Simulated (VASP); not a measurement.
# N2 in VASP: notebook

The runs below take N2 through single point, relaxation of the atoms, with LDA.

All numbers are computed with VASP 6.6.1; they aren't measurements. Logs are shortened: lines on timing, memory, paths and dates and some standing lists are left out, and cuts for length are marked.

## Step 1: The cell of the first run

The cell holds a molecule in a box, 2 atoms: a = 9.000 Å, b = 9.500 Å, c = 10.000 Å, α = 90.00°, β = 90.00°, γ = 90.00°.

## Step 2: Single point, LDA

The input, INCAR:

```
SYSTEM = N
ALGO = Normal
EDIFF = 1E-7
ENCUT = 520
ISIF = 2
ISMEAR = -1
LASPH = .True.
LCHARG = .False.
LREAL = .False.
LWAVE = .False.
NBANDS = 12
NELM = 60
PREC = Accurate
SIGMA = 0.02
```

The input, KPOINTS:

```
k-points
0
Gamma
  1 1 1
  0 0 0
```

The input, POSCAR:

```
N
1.0
    9.0000000000      0.0000000000      0.0000000000
    0.0000000000      9.5000000000      0.0000000000
    0.0000000000      0.0000000000     10.0000000000
N
2
Direct
    0.5000000000      0.5000000000      0.4453367645
    0.5000000000      0.5000000000      0.5546632355
```

Potentials or basis: VASP PAW LDA potentials, release 64 (N).

Command:

```
$ cat potpaw_LDA.64/N/POTCAR > POTCAR
$ mpirun -np 1 vasp_gam > vasp.out
```

OUTCAR:

```text
SYSTEM = N
   EDIFF = 1E-7
   ENCUT = 520
   ISIF = 2
   ISMEAR = -1
   LASPH = .True.
   LREAL = .False.
   NELM = 60
   PREC = Accurate

 ion  position               nearest neighbor table
   1  0.500  0.500  0.445-   2 1.09
   2  0.500  0.500  0.555-   1 1.09

  LATTYP: Found a simple orthorhombic cell.
 ALAT       =     9.0000000000
 B/A-ratio  =     1.0555555556
 C/A-ratio  =     1.1111111111

  Lattice vectors:

 A1 = (   9.0000000000,   0.0000000000,   0.0000000000)
 A2 = (   0.0000000000,   9.5000000000,   0.0000000000)
 A3 = (   0.0000000000,   0.0000000000,  10.0000000000)

Analysis of symmetry for initial positions (statically):
=====================================================================
 Subroutine PRICEL returns:
 Original cell was already a primitive cell.

 Routine SETGRP: Setting up the symmetry group for a
 simple orthorhombic supercell.

 Subroutine GETGRP returns: Found  8 space group operations
 (whereof  8 operations were pure point group operations)
 out of a pool of  8 trial point group operations.

The static configuration has the point symmetry D_2h.

Analysis of symmetry for dynamics (positions and initial velocities):
=====================================================================
 Subroutine PRICEL returns:
 Original cell was already a primitive cell.

 Routine SETGRP: Setting up the symmetry group for a
 simple orthorhombic supercell.

 Subroutine GETGRP returns: Found  8 space group operations
 (whereof  8 operations were pure point group operations)
 out of a pool of  8 trial point group operations.

The dynamic configuration has the point symmetry D_2h.

 Subroutine INISYM returns: Found  8 space group operations
 (whereof  8 operations are pure point group operations),
 and found     1 'primitive' translations

----------------------------------------------------------------------------------------

                                     Primitive cell

  volume of cell :     855.0000

  direct lattice vectors                    reciprocal lattice vectors
     9.000000000  0.000000000  0.000000000     0.111111111  0.000000000  0.000000000
     0.000000000  9.500000000  0.000000000     0.000000000  0.105263158  0.000000000
     0.000000000  0.000000000 10.000000000     0.000000000  0.000000000  0.100000000

  length of vectors
     9.000000000  9.500000000 10.000000000     0.111111111  0.105263158  0.100000000

  position of ions in fractional coordinates (direct lattice)
     0.500000000  0.500000000  0.445336764
     0.500000000  0.500000000  0.554663236

  ion indices of the primitive-cell ions
   primitive index   ion index
                 1           1
                 2           2

----------------------------------------------------------------------------------------

 KPOINTS: k-points

Automatic generation of k-mesh.
 Grid dimensions read from file:
 generate k-points for:    1    1    1

 Generating k-lattice:

  Cartesian coordinates                     Fractional coordinates (reciprocal lattice)
     0.111111111  0.000000000  0.000000000     1.000000000  0.000000000  0.000000000
     0.000000000  0.105263158  0.000000000     0.000000000  1.000000000  0.000000000
     0.000000000  0.000000000  0.100000000     0.000000000  0.000000000  1.000000000

  Length of vectors
     0.111111111  0.105263158  0.100000000

  Shift w.r.t. Gamma in fractional coordinates (k-lattice)
     0.000000000  0.000000000  0.000000000

 Subroutine IBZKPT returns following result:
 ===========================================

 Found      1 irreducible k-points:

 Following reciprocal coordinates:
            Coordinates               Weight
  0.000000  0.000000  0.000000      1.000000
   k-points           NKPTS =      1   k-points in BZ     NKDIM =      1   number of bands    NBANDS=     12
   number of dos      NEDOS =    301   number of ions     NIONS =      2
   total plane-waves  NPLWV = 403200
   dimension x,y,z NGX =    70 NGY =   72 NGZ =   80
   dimension x,y,z NGXF=   140 NGYF=  144 NGZF=  160
   ions per type =               2
   NGX,Y,Z   is equivalent  to a cutoff of  12.93, 12.60, 13.30 a.u.
   NGXF,Y,Z  is equivalent  to a cutoff of  25.86, 25.20, 26.60 a.u.
 SYSTEM =  N
   PREC   = accura    normal or accurate (medium, high low for compatibility)
   ISTART =      0    job   : 0-new  1-cont  2-samecut
   ICHARG =      2    charge: 1-file 2-atom 10-const
   ISPIN  =      1    spin polarized calculation?
   LNONCOLLINEAR =      F non collinear calculations
   LSORBIT =      F    spin-orbit coupling
   LASPH  =      T    aspherical Exc in radial PAW
   ENCUT  =  520.0 eV  38.22 Ry    6.18 a.u.  16.73 17.66 18.59*2*pi/ulx,y,z
   NELM   =     60;   NELMIN=  2; NELMDL= -5     # of ELM steps
   EDIFF  = 0.1E-06   stopping-criterion for ELM
   LREAL  =      F    real-space projection
   EDIFFG = 0.1E-05   stopping-criterion for IOM
   NSW    =      0    number of steps for IOM
   IBRION =     -1    ionic relax: 0-MD 1-quasi-New 2-CG
   NFREE  =      0    steps in history (QN), initial steepest desc. (CG)
   ISIF   =      2    stress and relaxation
   ISYM   =      2    0-nonsym 1-usesym 2-fastsym
   POTIM  = 0.5000    time-step for ionic-motion
   TEBEG  =    0.0;   TEEND  =   0.0 temperature during run
   PSTRESS=    0.0 pullay stress
   NELECT =      10.0000    total number of electrons
   NUPDOWN=      -1.0000    fix difference up-down
   EMIN   =  10.00;   EMAX   =-10.00  energy-range for DOS
   EFERMI =   0.00;   METHOD = LEGACY
   ISMEAR =    -1;   SIGMA  =   0.02  broadening in eV -4-tet -1-fermi 0-gaus
   EFERMI_NEDOS =   21; number of points for ismear=-14 and -15
   IALGO  =     38    algorithm
   IMIX   =      4    mixing-type and parameters
     AMIX     =   0.40;   BMIX     =  1.00
     AMIX_MAG =   1.60;   BMIX_MAG =  1.00
  volume/ion in A,a.u.               =     427.50      2884.91
  Fermi-wavevector in a.u.,A,eV,Ry     =   0.371609  0.702239  1.878872  0.138093
  Thomas-Fermi vector in A             =   1.299861
   LORBIT       =      0    0 simple, 1 ext, 2 COOP (PROOUT), +10 PAW based schemes
   GGA     = CA    functional components
   LHFCALC =     F    Hartree Fock is set to
   AEXX    =    0.0000 exact exchange contribution
   IVDW    =     0    specifies the selected vdW correction
   LEPSILON=     F    determine dielectric tensor
   LRPA    =     F    only Hartree local field effects (RPA)
 non-spin polarized calculation
  energy-cutoff  :      520.00
  volume of cell :      855.00
 maximum number of plane-waves:     11510
 NGX is ok and might be reduce to    70
   NGX = 33   NGY = 35   NGZ = 37

 number of electron      10.0000000 magnetization

 Free energy of the ion-electron system (eV)
  ---------------------------------------------------
  ext. energy  EPLUGINS =         0.00000000
  ---------------------------------------------------
  free energy    TOTEN  =       -17.48258575 eV

  energy without entropy =      -17.48258575  energy(sigma->0) =      -17.48258575

 E-fermi :  -9.7056     XC(G=0):  -0.6666

 val. band max:      -10.1963869742   @ k =   0.0000   0.0000   0.0000
 cond. band min:      -1.9890610636   @ k =   0.0000   0.0000   0.0000
 fundamental gap:      8.2073259106
 Fermi energy:        -9.7055604825

 k-point     1 :       0.0000    0.0000    0.0000
  band No.  band energies     occupation
      1     -28.3412      2.00000
      2     -13.1776      2.00000
      3     -11.7873      2.00000
      4     -11.7873      2.00000
      5     -10.1964      2.00000
      6      -1.9891      0.00000
      7      -1.9887      0.00000
      8      -0.1474      0.00000
      9       1.2541      0.00000
     10       1.3170      0.00000
     11       1.3225      0.00000
     12       1.4863      0.00000

------------------------ aborting loop because EDIFF is reached ----------------------------------------

  FORCE on cell =-STRESS in cart. coord.  units (eV):
  Direction    XX          YY          ZZ          XY          YZ          ZX
  --------------------------------------------------------------------------------------
  -------------------------------------------------------------------------------------
  Total       -0.0371067     -0.0360958      1.6430473      0.0000000      0.0000000      0.0000000
  in kB       -0.0695340     -0.0676396      3.0788926      0.0000000      0.0000000      0.0000000
  external PRESSURE =       0.9805730 kB  Pullay stress =       0.0000000 kB

 VOLUME and BASIS-vectors are now :
 -----------------------------------------------------------------------------
  energy-cutoff  :      520.00
  volume of cell :      855.00
      direct lattice vectors                 reciprocal lattice vectors
     9.000000000  0.000000000  0.000000000     0.111111111  0.000000000  0.000000000
     0.000000000  9.500000000  0.000000000     0.000000000  0.105263158  0.000000000
     0.000000000  0.000000000 10.000000000     0.000000000  0.000000000  0.100000000

 POSITION                                       TOTAL-FORCE (eV/Angst)
 -----------------------------------------------------------------------------------
      4.50000      4.75000      4.45337         0.000000      0.000000     -1.531922
      4.50000      4.75000      5.54663         0.000000      0.000000      1.531922
 -----------------------------------------------------------------------------------
    total drift:                                0.000000      0.000000      0.000000

  FREE ENERGIE OF THE ION-ELECTRON SYSTEM (eV)
  ---------------------------------------------------
  free  energy   TOTEN  =       -17.4825857470 eV

  energy  without entropy=      -17.4825857470  energy(sigma->0) =      -17.48258575
```

It took 11 s on 1 thread of Intel Xeon 6975P-C (Granite Rapids), shared host; peak memory 0.49 GiB.

What came out:

| Property | Result |
| --- | --- |
| Free energy | -17.4826 eV |
| Largest force | 1.532 eV/Å |
| Gap between the frontier levels | 8.21 eV |

Forces on the atoms (eV/Å):
```
N    0.000  0.000 -1.532
N    0.000  0.000  1.532
```

Caveat: the standard files for N, O and F lose accuracy on very short bonds.

## Step 3: Relaxation of the atoms, LDA

The input, INCAR:

```
SYSTEM = N
PREC = Accurate ; ENCUT = 520
EDIFF = 1E-6 ; ISMEAR = -1
SIGMA = 0.02 ; LREAL = .False.
LASPH = .True. ; NELM = 100
ALGO = Normal ; ISIF = 2
LWAVE = .False. ; LCHARG = .False.
IBRION = 2 ; NSW = 60
EDIFFG = -0.02
```

The input, KPOINTS:

```
Automatic mesh
0
Gamma
  1 1 1
  0 0 0
```

The input, POSCAR:

```
N
1.0
    9.0000000000      0.0000000000      0.0000000000
    0.0000000000      9.5000000000      0.0000000000
    0.0000000000      0.0000000000     10.0000000000
N
2
Direct
    0.5000000000      0.5000000000      0.4445000000
    0.5000000000      0.5000000000      0.5555000000
```

Potentials or basis: VASP PAW LDA potentials, release 64 (N).

Command:

```
$ cat potpaw_LDA.64/N/POTCAR > POTCAR
$ mpirun -np 1 vasp_gam > vasp.out
```

It took 22 s on 1 thread of Intel Xeon 6975P-C (Granite Rapids), shared host; peak memory 0.52 GiB.

The run converged. Its results:

- Free energy: -17.4899 eV
- Energy gained by relaxing: 1.9 meV/atom
- Ionic steps: 4
- Gap between the frontier levels: 8.09 eV

Forces on the atoms (eV/Å):
```
N    0.000  0.000 -0.003
N    0.000  0.000  0.003
```

Step by step:
| step | energy change (eV) | largest force (eV/Å) | pressure (GPa) |
| --- | --- | --- | --- |
| 1 | 0.0000 | 1.0583 | -0.08 |
| 2 | 0.8862 | 21.1637 | 1.32 |
| 3 | -0.0038 | 0.0479 | 0.00 |
| 4 | -0.0038 | 0.0025 | -0.01 |

Final structure:
```
N
1.0
     9.00000    0.00000    0.00000
     0.00000    9.50000    0.00000
     0.00000    0.00000   10.00000
N
2
Direct
  0.50000 0.50000 0.44485
  0.50000 0.50000 0.55515
```

Levels at points of the mesh, in eV from the valence-band top:
| k point | band 1 | band 2 | band 3 | band 4 | band 5 | band 6 | band 7 | band 8 | band 9 |
| --- | --- | --- | --- | --- | --- | --- | --- | --- | --- |
| (0.00, 0.00, 0.00) | -18.00 | -3.06 | -1.52 | -1.52 | 0.00 | 8.09 | 8.09 | 10.04 | 11.44 |

Caveat: the standard files for N, O and F lose accuracy on very short bonds.
